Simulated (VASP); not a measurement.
## HfN: single point with PBEsol

The system is HfN.

```
Hf N
1.0
     3.17462    0.00000    0.00000
    -1.58731    2.74930    0.00000
     0.00000    0.00000    5.06748
Hf N
2 2
Direct
  0.66667 0.33333 0.75000
  0.33333 0.66667 0.25000
  0.00000 0.00000 0.00000
  0.00000 0.00000 0.50000
```

This cell differs from its parent crystal: uniaxial strain along c: -6.0 %.

```
Program                : VASP 6.6.1
Task                   : single point
Functional             : PBEsol
Potentials or basis    : VASP PAW PBE potentials, release 64 (Hf_pv, N)
Cutoff                 : 520 eV
k mesh                 : 18 × 18 × 10
Occupations            : gaussian, width 0.1 eV
Spin                   : no spin polarisation
Dipole correction      : no
Further INCAR settings : ALGO = Normal; EDIFF = 1e-07; NBANDS = 23
```

| Property | Result |
| --- | --- |
| Pressure | 7.9 GPa |
| Band gap on the k mesh | zero (band 15 reaches 10.40 eV, above the bottom of band 16 at 7.71 eV) |

Stress tensor (GPa, compression positive):
```
-4.68  0.00  0.00
 0.00 -4.68  0.00
 0.00  0.00 33.19
```

Levels at points of the mesh, in eV from the Fermi level:
| k point | band 13 | band 14 | band 15 | band 16 | band 17 | band 18 |
| --- | --- | --- | --- | --- | --- | --- |
| (0.00, 0.00, 0.00) | -3.96 | -0.98 | -0.27 | 0.67 | 0.67 | 1.24 |
| (0.50, 0.00, 0.00) | -3.58 | -3.03 | -1.66 | 2.85 | 2.98 | 4.12 |
| (0.00, 0.00, 0.50) | -4.98 | -4.98 | 2.23 | 2.23 | 2.91 | 2.91 |
| (0.50, 0.00, 0.50) | -4.82 | -4.82 | -0.23 | -0.23 | 4.38 | 4.38 |

Wall time 62 s on 1 thread of Intel(R) Xeon(R) 6975P-C (Granite Rapids), on a shared host, peak memory 0.31 GiB.

Caveat: the cell differs from its parent crystal (uniaxial strain along c: -6.0 %); the PAW data sets were made with another functional, which shifts forces and pressure a little; spin-orbit coupling is left out, which moves the levels of the heavy elements.
